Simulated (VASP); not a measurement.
BaTiO3:

```
CELL_PARAMETERS angstrom
2.82737 1.63238 2.31839
-2.82737 1.63238 2.31839
0.00000 -3.26476 2.31839
ATOMIC_POSITIONS crystal
Ba 0.00000 0.00000 0.00000
Ti 0.48450 0.48450 0.48450
O 0.50860 0.01750 0.50860
O 0.01750 0.50860 0.50860
O 0.50860 0.50860 0.01750
```

Base run:

```yaml
Program: VASP 6.6.1
Functional: PBE
Potentials_or_basis: VASP PAW PBE potentials, release 64 (Ba_sv, Ti_sv, O)
Cutoff: 520 eV
k_mesh: 7 × 7 × 7
Occupations: fermi-dirac, width 0.05 eV
Spin: no spin polarisation
```

Its results: band gap on the k mesh 2.44 eV (least direct gap 2.78 eV); pressure 6.9 GPa; largest force 0.214 eV/Å.

Q: The run is repeated on the same cell with these changes: potentials or basis from VASP PAW PBE potentials, release 64 (Ba_sv, Ti_sv, O) to VASP PAW PBE potentials, release 64 (Ba_sv, Ti_sv, O_h); cutoff from 520 eV to 1340 eV; k mesh from 7 × 7 × 7 to 5 × 5 × 5. What comes out?

A: Band gap on the k mesh 2.50 eV (least direct gap 2.78 eV); pressure 6.6 GPa; largest force 0.166 eV/Å.

Caveats: the cell stands under pressure; spin-orbit coupling is left out, which moves the levels of the heavy elements.

A k mesh can miss the band edges.
